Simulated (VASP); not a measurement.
Be3Te4:

```xyz
7
Lattice="-2.6700 2.6700 5.3500 2.6700 -2.6700 5.3500 2.6700 2.6700 -5.3500" Properties=species:S:1:pos:R:3 pbc="T T T"
Be    2.6700    0.0000    2.6750
Be    0.0000    2.6700    2.6750
Be    0.0000    0.0000    5.3500
Te    1.3350   -1.3350    6.6875
Te   -1.3350    1.3350    6.6875
Te    1.3350    1.3350   -1.3375
Te    1.3350    1.3350    4.0125
```

This cell differs from its parent crystal: atoms taken out.

* Program: VASP 6.6.1
* Task: relaxation of cell and atoms
* Functional: PBE
* Potentials or basis: VASP PAW PBE potentials, release 64 (Be, Te)
* Cutoff: 600 eV
* k mesh: 4 × 4 × 4
* Occupations: gaussian, width 0.2 eV
* Spin: no spin polarisation

At the start: pressure 8.9 GPa; volume 21.79 Å³/atom.

Where does the relaxation end?

Over 3 steps the energy falls by 83.6 meV/atom and the volume is 24.85 Å³/atom (+14.0 %); space group I-42m (No. 121, to 0.1 Å) before and after.

The path:
| step | energy change (eV) | largest force (eV/Å) | pressure (GPa) | volume (Å³) |
| --- | --- | --- | --- | --- |
| 1 | 0.0000 | 0.8112 | 8.94 | 152.56 |
| 2 | -0.5395 | 0.1611 | -1.92 | 181.02 |
| 3 | -0.5853 | 0.0560 | -0.02 | 173.94 |

Final structure:
```
Be Te
1.0
    -2.78280    2.78280    5.61525
     2.78280   -2.78280    5.61525
     2.78280    2.78280   -5.61525
Be Te
3 4
Direct
  0.25000 0.75000 0.50000
  0.75000 0.25000 0.50000
  0.50000 0.50000 0.00000
  0.37009 0.87649 0.00000
  0.87649 0.37009 0.00000
  0.12351 0.12351 0.49360
  0.62991 0.62991 0.50640
```

Caveat: the cell differs from its parent crystal (atoms taken out); the relaxation stopped at a loose force limit of 0.08 eV/Å, so its end isn't a converged minimum.
